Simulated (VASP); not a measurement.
Set up this calculation in VASP 6.6.1, as the native input.

| Property | Result |
| --- | --- |
| Task | single point |
| Functional | PBE |
| Potentials or basis | VASP PAW PBE potentials, release 64 (Ge_d, Cl) |
| Cutoff | 520 eV |
| k mesh | 7 × 5 × 1 |
| Occupations | gaussian, width 0.1 eV |
| Spin | no spin polarisation |
| Dipole correction | yes |
| Further INCAR settings | ALGO = Normal; EDIFF = 1e-07; NBANDS = 54 |

The structure of Ge6Cl lies in POSCAR:

```
Ge6Cl
1.0
    4.0740542216      0.0000000000      0.0000000000
    0.0000000000      5.7615827340      0.0000000000
    0.0000000000      0.0000000000     19.5242196567
Ge Cl
6 1
Direct
    0.5000000000      0.0000000000      0.2048737450
    0.0000000000      0.2500000000      0.2048737450
    0.0000000000      0.5005156580      0.3087424243
    0.5000000000      0.7494843420      0.3087424243
    0.5000000000      0.0069199668      0.4109879830
    0.0000000000      0.2430800332      0.4109879830
    1.0000000000      0.6735866335      0.4734194697
```

One way to write it, as run:

INCAR

```
SYSTEM = Ge6Cl
ALGO = Normal
DIPOL = 0.5 0.5 0.332
EDIFF = 1E-7
ENCUT = 520
GGA = PE
IDIPOL = 3
ISIF = 2
ISMEAR = 0
LASPH = .True.
LCHARG = .True.
LDIPOL = .True.
LELF = .True.
LREAL = .False.
LVACPOTAV = .True.
LVHAR = .True.
LWAVE = .False.
NBANDS = 54
NELM = 80
PREC = Accurate
SIGMA = 0.1
```

KPOINTS

```
k-points
0
Gamma
  7 5 1
  0 0 0
```

Potentials or basis: VASP PAW PBE potentials, release 64 (Ge_d, Cl).

The run is started by

```bash
$ cat potpaw_PBE.64/Ge_d/POTCAR potpaw_PBE.64/Cl/POTCAR > POTCAR
$ mpirun -np 1 vasp_std > vasp.out
```

Results of the run:

```
Largest force          : 1.120 eV/Å
Band gap on the k mesh : zero (an odd number of electrons rules out a gap without spin polarisation)
```

Caveat: an odd number of electrons without spin polarisation forces a metal; a magnetic or distorted state may lie lower.

Wall time 21 min on 1 thread of Intel Xeon 8259CL, on a shared host, peak memory 0.62 GiB.
